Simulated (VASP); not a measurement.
# W (Im-3m) in VASP: density of states with PBEsol

Aim: the density of states of W with PBEsol.

Program: VASP 6.6.1. These are calculated values, not measurements. Logs are shortened: lines on timing, memory, paths and dates and some standing lists are left out, and cuts for length are marked.

### Step 1. The cell of the first run

The structure is cubic, space group Im-3m (No. 229). Conventional cell: a = 3.154 Å, b = 3.154 Å, c = 3.154 Å, α = 90.00°, β = 90.00°, γ = 90.00°. Within 3.6 Å of W (site symmetry m-3m) lie 14 W at 2.73 to 3.15 Å.

### Step 2. Density of states, PBEsol

File POSCAR:

```
W
1.0
   -1.5771737555      1.5771737555      1.5771737555
    1.5771737555     -1.5771737555      1.5771737555
    1.5771737555      1.5771737555     -1.5771737555
W
1
Direct
    0.0000000000      0.0000000000      0.0000000000
```

File INCAR.step1:

```
SYSTEM = W
  PREC = Accurate
  ENCUT = 520
  EDIFF = 1E-6
  ISMEAR = 0
  SIGMA = 0.1
  LREAL = .False.
  LASPH = .True.
  NELM = 100
  ALGO = Normal
  ISIF = 2
  LWAVE = .False.
  LCHARG = .True.
  LMAXMIX = 4
  GGA = PS
  NBANDS = 13
```

File KPOINTS.step1:

```
Automatic mesh
0
Gamma
  18 18 18
  0 0 0
```

File INCAR.step2:

```
SYSTEM = W
  PREC = Accurate
  ENCUT = 520
  EDIFF = 1E-6
  ISMEAR = -5
  SIGMA = 0.1
  LREAL = .False.
  LASPH = .True.
  NELM = 100
  ALGO = Normal
  ISIF = 2
  LWAVE = .False.
  LCHARG = .False.
  LMAXMIX = 4
  GGA = PS
  LORBIT = 11
  NEDOS = 2001
  ICHARG = 11
```

File KPOINTS.step2:

```
Automatic mesh
0
Gamma
  27 27 27
  0 0 0
```

Potentials or basis: VASP PAW PBE potentials, release 64 (W_sv).

Started as:

```console
$ cat potpaw_PBE.64/W_sv/POTCAR > POTCAR
$ cp INCAR.step1 INCAR
$ cp KPOINTS.step1 KPOINTS
$ mpirun -np 1 vasp_std > vasp.out
$ cp INCAR.step2 INCAR
$ cp KPOINTS.step2 KPOINTS
$ mpirun -np 1 vasp_std > vasp.out
```

OUTCAR:

```text
SYSTEM = W
   PREC = Accurate
   ENCUT = 520
   EDIFF = 1E-6
   ISMEAR = -5
   LREAL = .False.
   LASPH = .True.
   NELM = 100
   ISIF = 2
   GGA = PS
   LORBIT = 11
   ICHARG = 11

 ion  position               nearest neighbor table
   1  0.000  0.000  0.000-

  LATTYP: Found a body centered cubic cell.
 ALAT       =     3.1543475110

  Lattice vectors:

 A1 = (  -1.5771737555,   1.5771737555,   1.5771737555)
 A2 = (   1.5771737555,  -1.5771737555,   1.5771737555)
 A3 = (   1.5771737555,   1.5771737555,  -1.5771737555)

Analysis of symmetry for initial positions (statically):
=====================================================================
 Subroutine PRICEL returns:
 Original cell was already a primitive cell.

 Routine SETGRP: Setting up the symmetry group for a
 body centered cubic supercell.

 Subroutine GETGRP returns: Found 48 space group operations
 (whereof 48 operations were pure point group operations)
 out of a pool of 48 trial point group operations.

The static configuration has the point symmetry O_h .

Analysis of symmetry for dynamics (positions and initial velocities):
=====================================================================
 Subroutine PRICEL returns:
 Original cell was already a primitive cell.

 Routine SETGRP: Setting up the symmetry group for a
 body centered cubic supercell.

 Subroutine GETGRP returns: Found 48 space group operations
 (whereof 48 operations were pure point group operations)
 out of a pool of 48 trial point group operations.

The dynamic configuration has the point symmetry O_h .

 Subroutine INISYM returns: Found 48 space group operations
 (whereof 48 operations are pure point group operations),
 and found     1 'primitive' translations

----------------------------------------------------------------------------------------

                                     Primitive cell

  volume of cell :      15.6927

  direct lattice vectors                    reciprocal lattice vectors
    -1.577173756  1.577173756  1.577173756     0.000000000  0.317022775  0.317022775
     1.577173756 -1.577173756  1.577173756     0.317022775  0.000000000  0.317022775
     1.577173756  1.577173756 -1.577173756     0.317022775  0.317022775  0.000000000

  length of vectors
     2.731745077  2.731745077  2.731745077     0.448337907  0.448337907  0.448337907

  position of ions in fractional coordinates (direct lattice)
     0.000000000  0.000000000  0.000000000

  ion indices of the primitive-cell ions
   primitive index   ion index
                 1           1

----------------------------------------------------------------------------------------

 KPOINTS: Automatic mesh

Automatic generation of k-mesh.
 Grid dimensions read from file:
 generate k-points for:   27   27   27

 Generating k-lattice:

  Cartesian coordinates                     Fractional coordinates (reciprocal lattice)
     0.000000000  0.011741584  0.011741584     0.037037037  0.000000000  0.000000000
     0.011741584  0.000000000  0.011741584     0.000000000  0.037037037  0.000000000
     0.011741584  0.011741584  0.000000000     0.000000000  0.000000000  0.037037037

  Length of vectors
     0.016605108  0.016605108  0.016605108

  Shift w.r.t. Gamma in fractional coordinates (k-lattice)
     0.000000000  0.000000000  0.000000000

 TETIRR: Found  23679 inequivalent tetrahedra from   118098

 Subroutine IBZKPT returns following result:
 ===========================================

 Found    560 irreducible k-points:

 Following reciprocal coordinates:
            Coordinates               Weight
  0.000000  0.000000  0.000000      1.000000
  0.037037  0.000000  0.000000     12.000000
  0.074074  0.000000  0.000000     12.000000
  0.111111  0.000000  0.000000     12.000000
  0.148148  0.000000  0.000000     12.000000
  0.185185  0.000000  0.000000     12.000000
[... 16 lines left out ...]
  0.333333  0.037037  0.000000     48.000000
  0.370370  0.037037 -0.000000     48.000000
 [... further k-points ...]
   k-points           NKPTS =    560   k-points in BZ     NKDIM =    560   number of bands    NBANDS=     11
   number of dos      NEDOS =   2001   number of ions     NIONS =      1
   total plane-waves  NPLWV =   8000
   dimension x,y,z NGX =    20 NGY =   20 NGZ =   20
   dimension x,y,z NGXF=    40 NGYF=   40 NGZF=   40
   ions per type =               1
   NGX,Y,Z   is equivalent  to a cutoff of  12.17, 12.17, 12.17 a.u.
   NGXF,Y,Z  is equivalent  to a cutoff of  24.34, 24.34, 24.34 a.u.
 SYSTEM =  W
   PREC   = accura    normal or accurate (medium, high low for compatibility)
   ISTART =      0    job   : 0-new  1-cont  2-samecut
   ICHARG =     11    charge: 1-file 2-atom 10-const
   ISPIN  =      1    spin polarized calculation?
   LNONCOLLINEAR =      F non collinear calculations
   LSORBIT =      F    spin-orbit coupling
   LASPH  =      T    aspherical Exc in radial PAW
   ENCUT  =  520.0 eV  38.22 Ry    6.18 a.u.   5.08  5.08  5.08*2*pi/ulx,y,z
   NELM   =    100;   NELMIN=  2; NELMDL=  0     # of ELM steps
   EDIFF  = 0.1E-05   stopping-criterion for ELM
   LREAL  =      F    real-space projection
   EDIFFG = 0.1E-04   stopping-criterion for IOM
   NSW    =      0    number of steps for IOM
   IBRION =     -1    ionic relax: 0-MD 1-quasi-New 2-CG
   NFREE  =      0    steps in history (QN), initial steepest desc. (CG)
   ISIF   =      2    stress and relaxation
   ISYM   =      2    0-nonsym 1-usesym 2-fastsym
   POTIM  = 0.5000    time-step for ionic-motion
   TEBEG  =    0.0;   TEEND  =   0.0 temperature during run
   PSTRESS=    0.0 pullay stress
   NELECT =      14.0000    total number of electrons
   NUPDOWN=      -1.0000    fix difference up-down
   EMIN   =  10.00;   EMAX   =-10.00  energy-range for DOS
   EFERMI =   0.00;   METHOD = LEGACY
   ISMEAR =    -5;   SIGMA  =   0.10  broadening in eV -4-tet -1-fermi 0-gaus
   EFERMI_NEDOS =   21; number of points for ismear=-14 and -15
   IALGO  =     38    algorithm
   IMIX   =      4    mixing-type and parameters
     AMIX     =   0.40;   BMIX     =  1.00
     AMIX_MAG =   1.60;   BMIX_MAG =  1.00
  volume/ion in A,a.u.               =      15.69       105.90
  Fermi-wavevector in a.u.,A,eV,Ry     =   1.575982  2.978174 33.793060  2.483720
  Thomas-Fermi vector in A             =   2.676884
   LORBIT       =     11    0 simple, 1 ext, 2 COOP (PROOUT), +10 PAW based schemes
   GGA     = PS    functional components
   LHFCALC =     F    Hartree Fock is set to
   AEXX    =    0.0000 exact exchange contribution
   IVDW    =     0    specifies the selected vdW correction
   LEPSILON=     F    determine dielectric tensor
   LRPA    =     F    only Hartree local field effects (RPA)
 non-spin polarized calculation
 Fermi weights with tetrahedron method with Bloechl corrections
  energy-cutoff  :      520.00
  volume of cell :       15.69
 maximum number of plane-waves:       435

 number of electron      14.0000005 magnetization

 Free energy of the ion-electron system (eV)
  ---------------------------------------------------
  ext. energy  EPLUGINS =         0.00000000
  ---------------------------------------------------
  free energy    TOTEN  =       -13.80514708 eV

  energy without entropy =      -13.80514708  energy(sigma->0) =      -13.80514708

 E-fermi :  11.4559     XC(G=0): -13.8180

 val. band max:       11.4840759589   @ k =  -0.4815  -0.4815   0.0370
 cond. band min:      11.3900221030   @ k =  -0.1481   0.1852   0.1111
 fundamental gap:     -0.0940538559
 Fermi energy:        11.4558791867

 k-point     1 :       0.0000    0.0000    0.0000
  band No.  band energies     occupation
      1     -62.7099      2.00000
      2     -26.2526      2.00000
      3     -26.2526      2.00000
      4     -26.2526      2.00000
      5       1.7118      2.00000
      6      10.1702      2.00000
      7      10.1702      2.00000
      8      10.1702      2.00000
      9      13.6815      0.00000
     10      13.6815      0.00000
     11      25.9853      0.00000

 k-point     2 :       0.0370    0.0000    0.0000
  band No.  band energies     occupation
      1     -62.7080      2.00000
      2     -26.2723      2.00000
      3     -26.2587      2.00000
      4     -26.2528      2.00000
      5       1.7798      2.00000
      6      10.1282      2.00000
      7      10.1617      2.00000
      8      10.2355      2.00000
      9      13.6111      0.00000
     10      13.6816      0.00000
     11      26.1057      0.00000

 k-point     3 :       0.0741    0.0000    0.0000
  band No.  band energies     occupation
      1     -62.7024      2.00000
      2     -26.3298      2.00000
      3     -26.2766      2.00000
      4     -26.2531      2.00000
      5       1.9804      2.00000
      6      10.0072      2.00000
      7      10.1302      2.00000
      8      10.4305      2.00000
      9      13.4291      0.00000
     10      13.6836      0.00000
     11      26.2125      0.00000

 k-point     4 :       0.1111    0.0000    0.0000
  band No.  band energies     occupation
      1     -62.6935      2.00000
      2     -26.4213      2.00000
      3     -26.3052      2.00000
      4     -26.2535      2.00000
      5       2.3032      2.00000
      6       9.8196      2.00000
      7      10.0600      2.00000
      8      10.7523      2.00220
      9      13.2078      0.00000
     10      13.6918      0.00000
     11      26.4494      0.00000
[... 239 lines left out ...]
 k-point    22 :       0.2963    0.0370    0.0000
  band No.  band energies     occupation
      1     -62.6109      2.00000
      2     -27.2097      2.00000
      3     -26.5615      2.00000
      4     -26.2658      2.00000
      5       4.8834      2.00000
      6       8.4048      2.00000
      7       9.6907      2.00000
      8      13.2803      0.00000
      9      14.1332      0.00000
     10      14.5240      0.00000
     11      25.1366      0.00000

 k-point    23 :       0.3333    0.0370    0.0000
  band No.  band energies     occupation
      1     -62.5968      2.00000
      2     -27.3364      2.00000
      3     -26.6054      2.00000
      4     -26.2667      2.00000
      5       5.0728      2.00000
      6       8.1992      2.00000
      7      10.1027      2.00000
      8      13.4665      0.00000
      9      14.2588      0.00000
     10      15.4069      0.00000
     11      24.4408      0.00000

 k-point    24 :       0.3704    0.0370   -0.0000
  band No.  band energies     occupation
      1     -62.5849      2.00000
      2     -27.4413      2.00000
      3     -26.6421      2.00000
      4     -26.2675      2.00000
      5       5.1398      2.00000
      6       8.0332      2.00000
      7      10.6722      2.00319
      8      13.6041      0.00000
      9      14.3901      0.00000
     10      16.2654      0.00000
     11      23.8189      0.00000

 [... further k-points ...]
[... 5 lines left out ...]
  --------------------------------------------------------------------------------------
  -------------------------------------------------------------------------------------
  Total        0.0324807      0.0324807      0.0324807      0.0000000      0.0000000      0.0000000
  in kB        3.3161694      3.3161694      3.3161694      0.0000000      0.0000000      0.0000000
  external PRESSURE =       3.3161694 kB  Pullay stress =       0.0000000 kB

 VOLUME and BASIS-vectors are now :
 -----------------------------------------------------------------------------
  energy-cutoff  :      520.00
  volume of cell :       15.69
      direct lattice vectors                 reciprocal lattice vectors
    -1.577173756  1.577173756  1.577173756     0.000000000  0.317022775  0.317022775
     1.577173756 -1.577173756  1.577173756     0.317022775  0.000000000  0.317022775
     1.577173756  1.577173756 -1.577173756     0.317022775  0.317022775  0.000000000

 POSITION                                       TOTAL-FORCE (eV/Angst)
 -----------------------------------------------------------------------------------
      0.00000      0.00000      0.00000        -0.000000     -0.000000      0.000000
 -----------------------------------------------------------------------------------
    total drift:                                0.000000      0.000000     -0.000000

  FREE ENERGIE OF THE ION-ELECTRON SYSTEM (eV)
  ---------------------------------------------------
  free  energy   TOTEN  =       -13.8051470819 eV

  energy  without entropy=      -13.8051470819  energy(sigma->0) =      -13.80514708

 total charge

# of ion       s       p       d       tot
------------------------------------------
    1        2.407   6.350   3.371  12.128
```

It took 61 s on 1 thread of Intel Xeon Platinum 8259CL at 2.50GHz (Skylake/Cascade Lake), shared host; peak memory 0.24 GiB.

What came out:

```
Valence electrons inside the program's atomic spheres : W 12.13
```

Caveat: the PAW data sets were made with another functional, which shifts forces and pressure a little; spin-orbit coupling is left out, which moves the levels of the heavy elements; tetrahedron occupations give inexact forces and stress in metals.
